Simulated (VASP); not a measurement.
Ga3N4, 7 atoms in the cell. It takes space group P-43m (No. 215, cubic). Conventional cell: a = 4.735 Å, b = 4.735 Å, c = 4.735 Å, α = 90.00°, β = 90.00°, γ = 90.00°. Ga (site symmetry -42m) has 4 N at 2.16 Å within 2.9 Å. Within 2.9 Å of N (site symmetry 3m) lie 3 Ga at 2.16 Å and 3 N at 2.89 Å. The cell was generated, and may not be a known phase.

| Property | Result |
| --- | --- |
| Program | VASP 6.6.1 |
| Task | single point |
| Functional | PBE |
| Potentials or basis | VASP PAW PBE potentials, release 64 (Ga_d, N) |
| Cutoff | 520 eV |
| k mesh | 4 × 4 × 4 |
| Occupations | gaussian, width 0.1 eV |
| Spin | no spin polarisation |
| Dipole correction | no |
| Further INCAR settings | ALGO = Normal; EDIFF = 1e-06; NBANDS = 38 |

Potentials or basis: VASP PAW PBE potentials, release 64 (Ga_d, N).

Run with:

```console
$ cat potpaw_PBE.64/Ga_d/POTCAR potpaw_PBE.64/N/POTCAR > POTCAR
$ mpirun -np 1 vasp_std > vasp.out
```

Hardware: 1 thread of Intel Xeon 8259CL, on a shared host.

Question: Estimate the wall time of this run.

Answer: Wall time 55 s on 1 thread of Intel Xeon 8259CL (shared host), peak memory 0.21 GiB. Counts: scf iterations 14, k points 10.
